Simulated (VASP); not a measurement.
## Ca: single point with LDA

Ca:

```
CELL_PARAMETERS angstrom
0.00000 2.75644 2.75644
2.75644 0.00000 2.75644
2.75644 2.75644 0.00000
ATOMIC_POSITIONS crystal
Ca 0.00000 0.00000 0.00000
```

This cell differs from its parent crystal: volume scaled by 0.96.

```json
{
 "Program": "VASP 6.6.1",
 "Task": "single point",
 "Functional": "LDA",
 "Potentials or basis": "VASP PAW LDA potentials, release 64 (Ca_sv)",
 "Cutoff": "520 eV",
 "k mesh": "8 × 8 × 8",
 "Occupations": "fermi-dirac, width 0.05 eV",
 "Spin": "no spin polarisation",
 "Dipole correction": "no",
 "Further INCAR settings": "ALGO = Fast; EDIFF = 1e-06; NBANDS = 11"
}
```

```
Pressure               : -1.6 GPa
Band gap on the k mesh : zero (band 5 reaches 1.99 eV, above the bottom of band 6 at 1.72 eV)
```

Levels at points of the mesh, in eV from the Fermi level:
```csv
k point,band 1,band 2,band 3,band 4,band 5,band 6,band 7,band 8,band 9,band 10
"(0.00, 0.00, 0.00)",-41.51,-22.72,-22.72,-22.72,-4.00,2.25,2.25,2.25,3.33,3.33
"(0.50, 0.00, 0.00)",-41.50,-22.87,-22.74,-22.74,-1.01,-0.06,2.15,2.15,4.02,4.02
"(0.50, 0.50, 0.00)",-41.49,-22.86,-22.78,-22.78,-0.46,0.52,1.05,4.02,4.20,4.20
```

Wall time 15 s on 1 thread of Intel Xeon 8259CL, on a shared host, peak memory 0.15 GiB.
